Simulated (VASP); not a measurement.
A run of VASP 6.6.1:

File INCAR:

```
SYSTEM = Nb
PREC     = Accurate       ! precision mode
ENCUT    = 520            ! plane-wave cutoff, eV
EDIFF    = 1E-6           ! SCF threshold, eV
ISMEAR   = 0              ! smearing method
SIGMA    = 0.1            ! smearing width, eV
LREAL    = .False.        ! projectors in reciprocal space
LASPH    = .True.         ! aspherical terms in the spheres
NELM     = 80             ! most SCF steps
ALGO     = Fast           ! electronic algorithm
ISIF     = 2              ! what is computed and relaxed
LWAVE    = .False.        ! write WAVECAR
LCHARG   = .True.         ! write CHGCAR
GGA      = PE             ! functional
LELF     = .True.         ! ELF
LVHAR    = .True.       
NBANDS   = 34             ! bands
```

Contents of KPOINTS:

```
Automatic mesh
0
Gamma
  18 18 6
  0 0 0
```

The input POSCAR:

```
Nb
1.0
    2.8728166962      0.0000000000      0.0000000000
   -1.4364083481      2.4879322393      0.0000000000
    0.0000000000      0.0000000000     10.6467343092
Nb
4
Direct
    0.3333333333      0.6666666667      0.1208013748
    0.6666666667      0.3333333333      0.6208013748
    0.3333333333      0.6666666667      0.3791986252
    0.6666666667      0.3333333333      0.8791986252
```

Potentials or basis: VASP PAW PBE potentials, release 64 (Nb_sv).

Command:

```console
$ cat potpaw_PBE.64/Nb_sv/POTCAR > POTCAR
$ mpirun -np 1 vasp_std > vasp.out
```

Hardware: 1 thread of Intel(R) Xeon(R) 6975P-C (Granite Rapids) (shared host).

Task: How long does it take, and how much memory?

Result: It took 7.8 min on 1 thread of Intel(R) Xeon(R) 6975P-C (Granite Rapids), with other jobs on the host, peak memory 0.39 GiB. Counts: scf iterations 32, k points 148.
